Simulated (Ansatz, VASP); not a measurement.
Cu12H: VASP beside Ansatz

```
CELL_PARAMETERS angstrom
5.03783 0.00000 0.00000
0.00000 5.03783 0.00000
0.00000 0.00000 20.66228
ATOMIC_POSITIONS crystal
Cu 0.25000 0.25000 0.19359
Cu 0.25000 0.75000 0.19359
Cu 0.75000 0.25000 0.19359
Cu 0.75000 0.75000 0.19359
Cu 0.00000 0.00000 0.27979
Cu 0.00000 0.50000 0.27979
Cu 0.50000 0.00000 0.27979
Cu 0.50000 0.50000 0.27979
Cu 0.25000 0.25000 0.36599
Cu 0.25000 0.75000 0.36599
Cu 0.75000 0.25000 0.36599
Cu 0.75000 0.75000 0.36599
H 0.25000 0.25000 0.48699
```

Alike in both runs: task single point; functional PBE; dispersion D3(BJ); k mesh 5 × 5 × 1; occupations gaussian, width 0.1 eV; no spin polarisation.

|  | VASP | Ansatz |
| --- | --- | --- |
| version | VASP 6.6.1 | Ansatz 0.2.0 |
| potentials or method | VASP PAW PBE potentials, release 64 (Cu, H), cutoff 520 eV | scalar-relativistic, plane waves, PAW |
| valence electrons in the cell | 133 | 229 |

Ansatz gave:

| Item | Value |
| --- | --- |
| gap on the k mesh at the Fermi level (eV) | none |
| rms of the force components (eV/Å) | 0.332 |

Task: What did VASP give for the same quantities?

Result: gap on the k mesh at the Fermi level (eV): none; rms of the force components (eV/Å): 0.335.

Atom by atom the forces differ by 0.015 eV/Å (rms over components). A gap of «none» marks a metal or a gap that the smearing closes. VASP's potentials hold 133 valence electrons a cell and Ansatz's 229, so a difference there can come from the potentials and not from the codes.
